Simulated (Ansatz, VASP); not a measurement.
**Zr: VASP beside Ansatz**

INCAR

```
SYSTEM = Zr
PREC = Accurate
ENCUT = 400
EDIFF = 1E-6
ISMEAR = -1
SIGMA = 0.05
LREAL = .FALSE.
LASPH = .TRUE.
NELM = 120
ALGO = Normal
ISIF = 2
LWAVE = .FALSE.
LCHARG = .TRUE.
LDIPOL = .TRUE.
IDIPOL = 3
DIPOL = 0.5 0.5 0.500
GGA = PE
LELF = .TRUE.
LVHAR = .TRUE.
LVACPOTAV = .TRUE.
NBANDS = 51
GGA_COMPAT = .FALSE.
NELMDL = -8
```

The input KPOINTS:

```
regular mesh
0
G
  9 9 1
  0 0 0
```

The input POSCAR:

```
Zr
1.0
    3.2319982225      0.0000000000      0.0000000000
   -1.6159991113      2.7989925656      0.0000000000
    0.0000000000      0.0000000000     30.4410000000
Zr
7
Direct
    0.6666666667      0.3333333334      0.2463782399
    0.3333333333      0.6666666666      0.3309188266
    0.6666666667      0.3333333334      0.4154594133
    0.3333333333      0.6666666666      0.5000000000
    0.6666666667      0.3333333334      0.5845405867
    0.3333333333      0.6666666666      0.6690811734
    0.6666666667      0.3333333334      0.7536217601
```

The input input.yaml:

```yaml
crystal:
  lattice:
    - [3.2319982225, 0.0, 0.0]
    - [-1.6159991113, 2.7989925656, 0.0]
    - [0.0, 0.0, 30.441]
  atoms:
    - { symbol: Zr, position: [0.6666666667, 0.3333333334, 0.2463782399] }
    - { symbol: Zr, position: [0.3333333333, 0.6666666666, 0.3309188266] }
    - { symbol: Zr, position: [0.6666666667, 0.3333333334, 0.4154594133] }
    - { symbol: Zr, position: [0.3333333333, 0.6666666666, 0.5] }
    - { symbol: Zr, position: [0.6666666667, 0.3333333334, 0.5845405867] }
    - { symbol: Zr, position: [0.3333333333, 0.6666666666, 0.6690811734] }
    - { symbol: Zr, position: [0.6666666667, 0.3333333334, 0.7536217601] }
hamiltonian:
  xc: pbe
  pseudopotentials: { kind: paw }
kpoints:
  mp_grid: { grid: [9, 9, 1] }
scf:
  occupations: { method: fermi_dirac, width: 0.05 }
output:
  forces: true
  eigenvalues: true
efield:
  axis: 3
  dipole_correction: true
  ramp_width: 0.04
```

Alike in both runs: task single point; functional PBE; k mesh 9 × 9 × 1; occupations fermi-dirac, width 0.05 eV; no spin polarisation.

|  | VASP | Ansatz |
| --- | --- | --- |
| version | VASP 6.6.1 | Ansatz 0.2.0 |
| potentials or method | VASP PAW PBE potentials, release 64 (Zr_sv) | Ansatz PAW |
| plane-wave cutoff (eV) | 400 | 420 |
| valence electrons in the cell | 84 | 84 |

|  | VASP | Ansatz | Ansatz less VASP |
| --- | --- | --- | --- |
| gap on the k mesh at the Fermi level (eV) | none | none | - |
| rms of the force components (eV/Å) | 0.227 | 0.227 | +0.0002 |
| work function, face that differs most (eV) | 4.20 | 4.20 | +0.002 |

Atom by atom the forces differ by 0.001 eV/Å (rms over components). A gap of «none» marks a metal or a gap that the smearing closes.
